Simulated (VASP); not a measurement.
# AlN (P6_3/mmc) in VASP: notebook

The runs below take AlN through single point, with PBE.

Program: VASP 6.6.1. These are calculated values, not measurements. Logs are shortened: lines on timing, memory, paths and dates and some standing lists are left out, and cuts for length are marked.

**1. The cell of the first run**

It takes space group P6_3/mmc (No. 194, hexagonal). Conventional cell: a = 3.189 Å, b = 3.189 Å, c = 3.685 Å, α = 90.00°, β = 90.00°, γ = 120.00°. Within 2.4 Å of Al (site symmetry -6m2) lie 5 N at 1.84 Å. Within 2.4 Å of N (site symmetry -6m2) lie 5 Al at 1.84 Å.

**2. Single point, PBE**

INCAR reads:

```
SYSTEM = AlN
ALGO = Normal
EDIFF = 1E-7
ENCUT = 520
GGA = PE
ISIF = 2
ISMEAR = 0
LASPH = .True.
LCHARG = .False.
LREAL = .False.
LWAVE = .False.
NBANDS = 16
NELM = 80
PREC = Accurate
SIGMA = 0.05
```

KPOINTS reads:

```
k-points
0
Gamma
  9 9 6
  0 0 0
```

POSCAR reads:

```
AlN
1.0
    3.1892000000      0.0000000000      0.0000000000
   -1.5946000000      2.7619282177      0.0000000000
    0.0000000000      0.0000000000      3.6851000000
Al N
2 2
Direct
    0.3333333333      0.6666666667      0.7500000000
    0.6666666667      0.3333333333      0.2500000000
    0.3333333333      0.6666666667      0.2500000000
    0.6666666667      0.3333333333      0.7500000000
```

Potentials or basis: VASP PAW PBE potentials, release 64 (Al, N).

Started as:

```sh
cat potpaw_PBE.64/Al/POTCAR potpaw_PBE.64/N/POTCAR > POTCAR
mpirun -np 1 vasp_std > vasp.out
```

OUTCAR:

```text
SYSTEM = AlN
   EDIFF = 1E-7
   ENCUT = 520
   GGA = PE
   ISIF = 2
   ISMEAR = 0
   LASPH = .True.
   LREAL = .False.
   NELM = 80
   PREC = Accurate

 ion  position               nearest neighbor table
   1  0.333  0.667  0.750-   4 1.84   4 1.84   4 1.84   3 1.84   3 1.84   2 2.60   2 2.60   2 2.60
                             2 2.60   2 2.60   2 2.60
   2  0.667  0.333  0.250-   3 1.84   3 1.84   3 1.84   4 1.84   4 1.84   1 2.60   1 2.60   1 2.60
                             1 2.60   1 2.60   1 2.60
   3  0.333  0.667  0.250-   2 1.84   2 1.84   2 1.84   1 1.84   1 1.84
   4  0.667  0.333  0.750-   1 1.84   1 1.84   1 1.84   2 1.84   2 1.84

  LATTYP: Found a hexagonal cell.
 ALAT       =     3.1892000000
 C/A-ratio  =     1.1554935407

  Lattice vectors:

 A1 = (   3.1892000000,   0.0000000000,   0.0000000000)
 A2 = (  -1.5946000000,   2.7619282177,   0.0000000000)
 A3 = (   0.0000000000,   0.0000000000,   3.6851000000)

Analysis of symmetry for initial positions (statically):
=====================================================================
 Subroutine PRICEL returns:
 Original cell was already a primitive cell.

 Routine SETGRP: Setting up the symmetry group for a
 hexagonal supercell.

 Subroutine GETGRP returns: Found 24 space group operations
 (whereof 12 operations were pure point group operations)
 out of a pool of 24 trial point group operations.

The static configuration has the point symmetry D_3d.
 The point group associated with its full space group is D_6h.

Analysis of symmetry for dynamics (positions and initial velocities):
=====================================================================
 Subroutine PRICEL returns:
 Original cell was already a primitive cell.

 Routine SETGRP: Setting up the symmetry group for a
 hexagonal supercell.

 Subroutine GETGRP returns: Found 24 space group operations
 (whereof 12 operations were pure point group operations)
 out of a pool of 24 trial point group operations.

The dynamic configuration has the point symmetry D_3d.
 The point group associated with its full space group is D_6h.

 Subroutine INISYM returns: Found 24 space group operations
 (whereof 12 operations are pure point group operations),
 and found     1 'primitive' translations

----------------------------------------------------------------------------------------

                                     Primitive cell

  volume of cell :      32.4596

  direct lattice vectors                    reciprocal lattice vectors
     3.189200000  0.000000000  0.000000000     0.313558259  0.181032945  0.000000000
    -1.594600000  2.761928218  0.000000000     0.000000000  0.362065891  0.000000000
     0.000000000  0.000000000  3.685100000     0.000000000  0.000000000  0.271363057

  length of vectors
     3.189200000  3.189200000  3.685100000     0.362065891  0.362065891  0.271363057

  position of ions in fractional coordinates (direct lattice)
     0.333333333  0.666666667  0.750000000
     0.666666667  0.333333333  0.250000000
     0.333333333  0.666666667  0.250000000
     0.666666667  0.333333333  0.750000000

  ion indices of the primitive-cell ions
   primitive index   ion index
                 1           1
                 2           2
                 3           3
                 4           4

----------------------------------------------------------------------------------------

 KPOINTS: k-points

Automatic generation of k-mesh.
 Grid dimensions read from file:
 generate k-points for:    9    9    6

 Generating k-lattice:

  Cartesian coordinates                     Fractional coordinates (reciprocal lattice)
     0.034839807  0.020114772  0.000000000     0.111111111  0.000000000  0.000000000
     0.000000000  0.040229543  0.000000000     0.000000000  0.111111111  0.000000000
     0.000000000  0.000000000  0.045227176     0.000000000  0.000000000  0.166666667

  Length of vectors
     0.040229543  0.040229543  0.045227176

  Shift w.r.t. Gamma in fractional coordinates (k-lattice)
     0.000000000  0.000000000  0.000000000

 Subroutine IBZKPT returns following result:
 ===========================================

 Found     48 irreducible k-points:

 Following reciprocal coordinates:
            Coordinates               Weight
  0.000000  0.000000  0.000000      1.000000
  0.111111 -0.000000  0.000000      6.000000
  0.222222 -0.000000  0.000000      6.000000
  0.333333  0.000000  0.000000      6.000000
  0.444444 -0.000000  0.000000      6.000000
  0.111111  0.111111  0.000000      6.000000
[... 16 lines left out ...]
  0.333333  0.222222  0.166667     24.000000
  0.333333  0.333333  0.166667      4.000000
 [... further k-points ...]
   k-points           NKPTS =     48   k-points in BZ     NKDIM =     48   number of bands    NBANDS=     16
   number of dos      NEDOS =    301   number of ions     NIONS =      4
   total plane-waves  NPLWV =  16128
   dimension x,y,z NGX =    24 NGY =   24 NGZ =   28
   dimension x,y,z NGXF=    48 NGYF=   48 NGZF=   56
   ions per type =               2   2
   NGX,Y,Z   is equivalent  to a cutoff of  12.51, 12.51, 12.63 a.u.
   NGXF,Y,Z  is equivalent  to a cutoff of  25.02, 25.02, 25.26 a.u.
 SYSTEM =  AlN
   PREC   = accura    normal or accurate (medium, high low for compatibility)
   ISTART =      0    job   : 0-new  1-cont  2-samecut
   ICHARG =      2    charge: 1-file 2-atom 10-const
   ISPIN  =      1    spin polarized calculation?
   LNONCOLLINEAR =      F non collinear calculations
   LSORBIT =      F    spin-orbit coupling
   LASPH  =      T    aspherical Exc in radial PAW
   ENCUT  =  520.0 eV  38.22 Ry    6.18 a.u.   5.93  5.93  6.85*2*pi/ulx,y,z
   NELM   =     80;   NELMIN=  2; NELMDL= -5     # of ELM steps
   EDIFF  = 0.1E-06   stopping-criterion for ELM
   LREAL  =      F    real-space projection
   EDIFFG = 0.1E-05   stopping-criterion for IOM
   NSW    =      0    number of steps for IOM
   IBRION =     -1    ionic relax: 0-MD 1-quasi-New 2-CG
   NFREE  =      0    steps in history (QN), initial steepest desc. (CG)
   ISIF   =      2    stress and relaxation
   ISYM   =      2    0-nonsym 1-usesym 2-fastsym
   POTIM  = 0.5000    time-step for ionic-motion
   TEBEG  =    0.0;   TEEND  =   0.0 temperature during run
   PSTRESS=    0.0 pullay stress
   NELECT =      16.0000    total number of electrons
   NUPDOWN=      -1.0000    fix difference up-down
   EMIN   =  10.00;   EMAX   =-10.00  energy-range for DOS
   EFERMI =   0.00;   METHOD = LEGACY
   ISMEAR =     0;   SIGMA  =   0.05  broadening in eV -4-tet -1-fermi 0-gaus
   EFERMI_NEDOS =   21; number of points for ismear=-14 and -15
   IALGO  =     38    algorithm
   IMIX   =      4    mixing-type and parameters
     AMIX     =   0.40;   BMIX     =  1.00
     AMIX_MAG =   1.60;   BMIX_MAG =  1.00
  volume/ion in A,a.u.               =       8.11        54.76
  Fermi-wavevector in a.u.,A,eV,Ry     =   1.293204  2.443801 22.754063  1.672376
  Thomas-Fermi vector in A             =   2.424864
   LORBIT       =      0    0 simple, 1 ext, 2 COOP (PROOUT), +10 PAW based schemes
   GGA     = PE    functional components
   LHFCALC =     F    Hartree Fock is set to
   AEXX    =    0.0000 exact exchange contribution
   IVDW    =     0    specifies the selected vdW correction
   LEPSILON=     F    determine dielectric tensor
   LRPA    =     F    only Hartree local field effects (RPA)
 non-spin polarized calculation
 Gauss-broadening in eV      SIGMA  =   0.05
  energy-cutoff  :      520.00
  volume of cell :       32.46
 maximum number of plane-waves:       888
 NGX is ok and might be reduce to    24
   NGX = 11   NGY = 11   NGZ = 13

 number of electron      16.0000002 magnetization

 Free energy of the ion-electron system (eV)
  ---------------------------------------------------
  ext. energy  EPLUGINS =         0.00000000
  ---------------------------------------------------
  free energy    TOTEN  =       -27.93373703 eV

  energy without entropy =      -27.93373703  energy(sigma->0) =      -27.93373703

 E-fermi :  10.2712     XC(G=0): -12.0695

 val. band max:       10.0234647387   @ k =   0.0000   0.0000   0.0000
 cond. band min:      14.6951261665   @ k =   0.4444  -0.0000   0.0000
 fundamental gap:      4.6716614279
 Fermi energy:        10.2712463489

 k-point     1 :       0.0000    0.0000    0.0000
  band No.  band energies     occupation
      1      -8.1521      2.00000
      2      -2.9548      2.00000
      3       2.5304      2.00000
      4       6.1314      2.00000
      5       6.1314      2.00000
      6       8.4872      2.00000
[... 8 lines left out ...]
     15      23.6030      0.00000
     16      23.6030      0.00000

 k-point     2 :       0.1111   -0.0000    0.0000
  band No.  band energies     occupation
      1      -7.9903      2.00000
      2      -3.0047      2.00000
      3       2.6869      2.00000
      4       5.6942      2.00000
      5       5.8932      2.00000
      6       8.0701      2.00000
[... 8 lines left out ...]
     15      23.2538      0.00000
     16      23.9856      0.00000

 k-point     3 :       0.2222   -0.0000    0.0000
  band No.  band energies     occupation
      1      -7.5227      2.00000
      2      -3.2067      2.00000
      3       3.1434      2.00000
      4       4.7138      2.00000
      5       5.4192      2.00000
      6       7.3341      2.00000
[... 8 lines left out ...]
     15      22.6019      0.00000
     16      24.7901      0.00000

 k-point     4 :       0.3333    0.0000    0.0000
  band No.  band energies     occupation
      1      -6.8165      2.00000
      2      -3.6558      2.00000
      3       3.8092      2.00000
      4       3.8461      2.00000
      5       4.9994      2.00000
      6       6.7481      2.00000
[... 8 lines left out ...]
     15      22.5166      0.00000
     16      25.9658      0.00000
[... 324 lines left out ...]
 k-point    22 :       0.2222    0.2222    0.1667
  band No.  band energies     occupation
      1      -6.2314      2.00000
      2      -3.9905      2.00000
      3       3.1436      2.00000
      4       3.3385      2.00000
      5       5.6066      2.00000
      6       6.3390      2.00000
[... 8 lines left out ...]
     15      23.8830      0.00000
     16      26.0849      0.00000

 k-point    23 :       0.3333    0.2222    0.1667
  band No.  band energies     occupation
      1      -5.5440      2.00000
      2      -4.4494      2.00000
      3       2.6604      2.00000
      4       3.6806      2.00000
      5       4.7573      2.00000
      6       6.8673      2.00000
[... 8 lines left out ...]
     15      23.9771      0.00000
     16      25.7354      0.00000

 k-point    24 :       0.3333    0.3333    0.1667
  band No.  band energies     occupation
      1      -4.9478      2.00000
      2      -4.9478      2.00000
      3       2.4770      2.00000
      4       4.1316      2.00000
      5       4.1316      2.00000
      6       7.4308      2.00000
[... 8 lines left out ...]
     15      23.0087      0.00000
     16      26.0908      0.00000

 [... further k-points ...]
[... 5 lines left out ...]
  --------------------------------------------------------------------------------------
  -------------------------------------------------------------------------------------
  Total       10.1702017     10.1702017     18.5022593      0.0000000      0.0000000      0.0000000
  in kB      501.9919212    501.9919212    913.2547224      0.0000000      0.0000000      0.0000000
  external PRESSURE =     639.0795216 kB  Pullay stress =       0.0000000 kB

 VOLUME and BASIS-vectors are now :
 -----------------------------------------------------------------------------
  energy-cutoff  :      520.00
  volume of cell :       32.46
      direct lattice vectors                 reciprocal lattice vectors
     3.189200000  0.000000000  0.000000000     0.313558259  0.181032945  0.000000000
    -1.594600000  2.761928218  0.000000000     0.000000000  0.362065891  0.000000000
     0.000000000  0.000000000  3.685100000     0.000000000  0.000000000  0.271363057

 POSITION                                       TOTAL-FORCE (eV/Angst)
 -----------------------------------------------------------------------------------
     -0.00000      1.84129      2.76382         0.000000      0.000000      0.000000
      1.59460      0.92064      0.92127        -0.000000     -0.000000      0.000000
     -0.00000      1.84129      0.92127        -0.000000     -0.000000      0.000000
      1.59460      0.92064      2.76382         0.000000      0.000000      0.000000
 -----------------------------------------------------------------------------------
    total drift:                               -0.000000      0.000000     -0.000000

  FREE ENERGIE OF THE ION-ELECTRON SYSTEM (eV)
  ---------------------------------------------------
  free  energy   TOTEN  =       -27.9337370328 eV

  energy  without entropy=      -27.9337370328  energy(sigma->0) =      -27.93373703
```

It took 8.1 s on 1 thread of Intel Xeon 6975P-C (Granite Rapids), shared host; peak memory 0.14 GiB.

Results:

```yaml
Free_energy: -27.9337 eV
Pressure: 63.9 GPa
Band_gap_on_the_k_mesh: 4.67 eV, indirect (least direct gap 4.75 eV)
```

Levels at points of the mesh, in eV from the valence-band top:
| k point | band 4 | band 5 | band 6 | band 7 | band 8 | band 9 | band 10 | band 11 | band 12 | band 13 |
| --- | --- | --- | --- | --- | --- | --- | --- | --- | --- | --- |
| (0.00, 0.00, 0.00) | -3.89 | -3.89 | -1.54 | -1.54 | 0.00 | 4.75 | 6.29 | 9.32 | 9.32 | 12.60 |
| (0.00, 0.00, 0.50) | -3.77 | -2.77 | -2.77 | -2.77 | -2.77 | 7.05 | 7.05 | 9.12 | 9.12 | 9.12 |

[end of part 1 of 2]
